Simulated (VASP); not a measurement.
ZrC4:

```xyz
10
Lattice="0.0000 4.2768 4.2768 4.2768 0.0000 4.2768 4.2768 4.2768 0.0000" Properties=species:S:1:pos:R:3 pbc="T T T"
Zr    2.1384    2.1384    2.1384
Zr    0.0000    0.0000    0.0000
C     1.0692    1.0692    1.0692
C     3.2076    3.2076    1.0692
C     3.2076    1.0692    3.2076
C     1.0692    3.2076    3.2076
C     5.3460    5.3460    5.3460
C     3.2076    3.2076    5.3460
C     3.2076    5.3460    3.2076
C     5.3460    3.2076    3.2076
```

The cell was built from a structure type or drawn by symmetry, and may not be a known phase.

* Program: VASP 6.6.1
* Task: relaxation of cell and atoms
* Functional: PBE
* Potentials or basis: VASP PAW PBE potentials, release 64 (Zr_sv, C)
* Cutoff: 600 eV
* k mesh: 4 × 4 × 4
* Occupations: gaussian, width 0.1 eV
* Spin: no spin polarisation

At the start: pressure 22.7 GPa; volume 15.65 Å³/atom.

Question: How do energy, volume and symmetry change on relaxing?

Answer: Over 3 steps the energy falls by 310.3 meV/atom and the volume is 20.87 Å³/atom (+33.4 %); space group Fd-3m (No. 227, to 0.1 Å) before and after.

The path:
| step | energy change (eV) | largest force (eV/Å) | pressure (GPa) | volume (Å³) |
| --- | --- | --- | --- | --- |
| 1 | 0.0000 | 0.0000 | 22.70 | 156.46 |
| 2 | -3.0950 | 0.0000 | -0.77 | 212.21 |
| 3 | -3.1026 | 0.0000 | 0.07 | 208.73 |

Final structure:
```xyz
10
Lattice="0.0000 4.7082 4.7082 4.7082 0.0000 4.7082 4.7082 4.7082 0.0000" Properties=species:S:1:pos:R:3 pbc="T T T"
Zr    2.3541    2.3541    2.3541
Zr    0.0000    0.0000    0.0000
C     1.1770    1.1770    1.1770
C     3.5311    3.5311    1.1770
C     3.5311    1.1770    3.5311
C     1.1770    3.5311    3.5311
C     5.8852    5.8852    5.8852
C     3.5311    3.5311    5.8852
C     3.5311    5.8852    3.5311
C     5.8852    3.5311    3.5311
```

Caveat: the volume moved by over 15 % at a fixed basis, so the end points are rough.
